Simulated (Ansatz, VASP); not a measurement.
# Two plane-wave programs on AlIn2Sb2As

Contents of INCAR:

```
PREC = Accurate
ENCUT = 600
EDIFF = 1E-6
ISMEAR = 0
SIGMA = 0.1
LREAL = False
LASPH = True
NELM = 100
ALGO = Normal
ISIF = 3
LWAVE = False
LCHARG = False
GGA = PE
IBRION = 2
NSW = 100
EDIFFG = -0.01
```

KPOINTS

```
Automatic mesh
0
Gamma
  8 8 8
```

Contents of POSCAR:

```
AlIn2Sb2As
1.0
    5.7048996559      0.0000000000      0.0000000000
    0.0000000000      5.7048996559      0.0000000000
    0.0000000000      0.0000000000      5.5173362649
Al In Sb As
1 2 2 1
Direct
    0.5000000000      0.5000000000      0.0000000000
    0.0000000000      0.5000000000      0.0000000000
    0.5000000000      0.0000000000      0.0000000000
    0.0000000000      0.0000000000      0.2556997075
    0.0000000000      0.0000000000      0.7443002925
    0.5000000000      0.5000000000      0.5000000000
```

Input for Ansatz:

```yaml
crystal:
  lattice:
    - [5.7048996559, 0.0, 0.0]
    - [0.0, 5.7048996559, 0.0]
    - [0.0, 0.0, 5.5173362649]
  atoms:
    - { symbol: Al, position: [0.5, 0.5, 0.0] }
    - { symbol: In, position: [0.0, 0.5, 0.0] }
    - { symbol: In, position: [0.5, 0.0, 0.0] }
    - { symbol: Sb, position: [0.0, 0.0, 0.2556997075] }
    - { symbol: Sb, position: [0.0, 0.0, 0.7443002925] }
    - { symbol: As, position: [0.5, 0.5, 0.5] }
basis:
  ecutwfc: 420
kpoints:
  mp_grid: { grid: [8, 8, 8] }
hamiltonian:
  xc: pbe
scf:
  occupations: { method: gaussian, width: 0.1 }
output:
  forces: true
  stress: true
  eigenvalues: true
relax:
  adjacent_minimum: "off"
  f_tol: 0.01
  max_steps: 80
  cell: { stress_tol: 0.05 }
```

Change from the starting cell: species swapped into the Sr2CuSeO2 type (P4/mmm, No. 123).

Alike in both runs: task relaxation of cell and atoms; functional PBE; k mesh 8 × 8 × 8; occupations gaussian, width 0.1 eV; no spin polarisation.

|  | VASP | Ansatz |
| --- | --- | --- |
| version | VASP 6.6.1 | Ansatz 0.2.0 |
| potentials or method | VASP PAW PBE potentials, release 64 (Al, In_d, Sb, As), cutoff 600 eV | scalar-relativistic, plane waves, PAW |
| valence electrons in the cell | 44 | 74 |

```csv
,VASP,Ansatz,Ansatz less VASP
"gap on the k mesh at the Fermi level, each at its own relaxed structure (eV)",none,none,-
relaxed volume (Å³/atom),29.95,29.96,+0.013
relaxed length of the cell vector where the two differ most in proportion (Å),5.561,5.555,-0.0063
```

A gap of «none» marks a metal or a gap that the smearing closes. VASP's potentials hold 44 valence electrons a cell and Ansatz's 74, so a difference there can come from the potentials and not from the codes.

Spin-orbit coupling is off throughout.
